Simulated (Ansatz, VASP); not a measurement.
# MgS in VASP and in Ansatz

```
Mg S
1.0
     0.00000    2.59500    2.59500
     2.59500    0.00000    2.59500
     2.59500    2.59500    0.00000
Mg S
1 1
Direct
  0.00000 0.00000 0.00000
  0.50000 0.50000 0.50000
```

Alike in both runs: task relaxation of cell and atoms; functional LDA; k mesh 8 × 8 × 8; occupations gaussian, width 0.02 eV; no spin polarisation.

|  | VASP | Ansatz |
| --- | --- | --- |
| version | VASP 6.6.1 | Ansatz 0.2.0 |
| potentials or method | VASP PAW LDA potentials, release 64 (Mg, S), cutoff 600 eV | scalar-relativistic, plane waves, PAW |
| valence electrons in the cell | 8 | 16 |

|  | VASP | Ansatz | Ansatz less VASP |
| --- | --- | --- | --- |
| gap on the k mesh at the Fermi level, each at its own relaxed structure (eV) | 2.66 | 2.65 | -0.014 |
| relaxed volume (Å³/atom) | 16.76 | 16.87 | +0.117 |
| relaxed cell length with the largest relative difference (Å) | 3.619 | 3.627 | +0.0084 |

Ansatz warns that its potentials were made for another functional, while VASP's fit it. LDA's correlation is that of Perdew and Zunger in VASP and of Perdew and Wang (1992) in Ansatz. VASP's potentials hold 8 valence electrons a cell and Ansatz's 16, so a difference there can come from the potentials and not from the codes.
